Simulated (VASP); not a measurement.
TaN, 2 atoms in the cell. It takes space group I4mm (No. 107, tetragonal). Conventional cell: a = 3.082 Å, b = 3.082 Å, c = 4.358 Å, α = 90.00°, β = 90.00°, γ = 90.00°. Ta (site symmetry 4mm) has 6 N at 2.08 to 2.28 Å within 2.8 Å. N (site symmetry 4mm) has 6 Ta at 2.08 to 2.28 Å within 2.8 Å.  This cell differs from its parent crystal: all N atoms moved -0.100 Å, as atom 2 towards its neighbour atom 1 (Ta) at 2.179 Å.

- Program: VASP 6.6.1
- Task: single point
- Functional: PBE
- Potentials or basis: VASP PAW PBE potentials, release 64 (Ta_pv, N)
- Cutoff: 520 eV
- k mesh: 18 × 18 × 18
- Occupations: gaussian, width 0.15 eV
- Spin: no spin polarisation
- Dipole correction: no
- Further INCAR settings: ALGO = Normal; EDIFF = 1e-07; NBANDS = 15

Potentials or basis: VASP PAW PBE potentials, release 64 (Ta_pv, N).

Launch:

```console
$ cat potpaw_PBE.64/Ta_pv/POTCAR potpaw_PBE.64/N/POTCAR > POTCAR
$ mpirun -np 1 vasp_std > vasp.out
```

Hardware: 1 thread of Intel(R) Xeon(R) Platinum 8375C CPU @ 2.90GHz (Ice Lake), with other jobs on the host.

**Question.** Estimate the wall time of this run.

**Answer.** It took 79 s on 1 thread of Intel(R) Xeon(R) Platinum 8375C CPU @ 2.90GHz (Ice Lake) (shared host), peak memory 0.26 GiB. Counts: scf iterations 14, k points 480.
